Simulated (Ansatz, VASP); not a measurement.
## Two plane-wave programs on Ag

```
Ag
1.0
     2.84324    0.00000    0.00000
    -1.42162    2.46232    0.00000
     0.00000    0.00000    2.77609
Ag
1
Cartesian
  0.0000 0.0000 0.0000
```

Alike in both runs: functional PBE; k mesh 24 × 24 × 20; occupations gaussian, width 0.1 eV; no spin polarisation.

Ansatz relaxed the structure, and its values are those at the end. VASP's run is a single point on that final structure, the one shown.

|  | VASP | Ansatz |
| --- | --- | --- |
| version | VASP 6.6.1 | Ansatz 0.2.0 |
| potentials or method | VASP PAW PBE potentials, release 64 (Ag), cutoff 520 eV | scalar-relativistic, plane waves, PAW |
| valence electrons in the cell | 11 | 19 |

VASP gave:

```
gap on the k mesh at the Fermi level (eV) : none
pressure (GPa)                            : -0.1
```

Problem. Which values does Ansatz return?

Solution. gap on the k mesh at the Fermi level (eV): none; pressure (GPa): 0.0.

A gap of «none» marks a metal or a gap that the smearing closes. VASP's potentials hold 11 valence electrons a cell and Ansatz's 19, so a difference there can come from the potentials and not from the codes.
